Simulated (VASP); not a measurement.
Wanted: the native input for a VASP 6.6.1 run.

| Property | Result |
| --- | --- |
| Task | relaxation of cell and atoms |
| Functional | PBE |
| Potentials or basis | VASP PAW PBE potentials, release 64 (Zn, S) |
| Cutoff | 600 eV |
| k mesh | 8 × 6 × 6 |
| Occupations | gaussian, width 0.02 eV |
| Spin | no spin polarisation |
| Dipole correction | no |
| Further INCAR settings | ALGO = Normal; EDIFF = 1e-07; IBRION = 2; EDIFFG = -0.01; NSW = 100; ISIF = 3 |

The structure of ZnS lies in POSCAR:

```
ZnS
1.0
    4.1759112864      0.0000000000      0.0000000000
    0.0000000000      5.7324375050      0.0000000000
    0.0000000000      0.0000000000      5.6098652913
Zn S
1 1
Direct
    0.0000000000      0.5000000000      0.5000000000
    0.5000000000      0.5000000000      0.5000000000
```

The cell was built from a structure type or drawn by symmetry, and may not be a known phase.

One way to write it, as run:

INCAR

```
SYSTEM = ZnS
PREC     = Accurate       ! precision mode
ENCUT    = 600            ! plane-wave cutoff, eV
EDIFF    = 1E-7           ! SCF threshold, eV
ISMEAR   = 0              ! smearing method
SIGMA    = 0.02           ! smearing width, eV
LREAL    = .False.        ! projectors in reciprocal space
LASPH    = .True.         ! aspherical terms in the spheres
NELM     = 60             ! most SCF steps
ALGO     = Normal         ! electronic algorithm
ISIF     = 3              ! what is computed and relaxed
LWAVE    = .False.        ! write WAVECAR
LCHARG   = .False.        ! write CHGCAR
GGA      = PE             ! functional
IBRION   = 2              ! ionic algorithm
NSW      = 100            ! ionic steps
EDIFFG   = -0.01          ! ionic threshold
```

KPOINTS

```
Automatic mesh
0
Gamma
  8 6 6
  0 0 0
```

Potentials or basis: VASP PAW PBE potentials, release 64 (Zn, S).

Run with:

```sh
$ cat potpaw_PBE.64/Zn/POTCAR potpaw_PBE.64/S/POTCAR > POTCAR
$ mpirun -np 1 vasp_std > vasp.out
```

It gave:

The relaxed cell is a = 4.180 Å, b = 5.732 Å, c = 5.610 Å, α = 90.00°, β = 90.00°, γ = 90.00°, the space group after relaxing (to 0.1 Å) is Pmmm (No. 47) and the energy gained by relaxing is 0.0 meV/atom. The ionic steps are 3. The pressure after relaxing is 0.0 GPa and the band gap on the k mesh is 1.41 eV (least direct gap 2.43 eV).

Run time: 2.2 min on 1 thread of AMD EPYC 9R45 96-Core Processor (Zen 5) (shared host), peak memory 0.38 GiB.
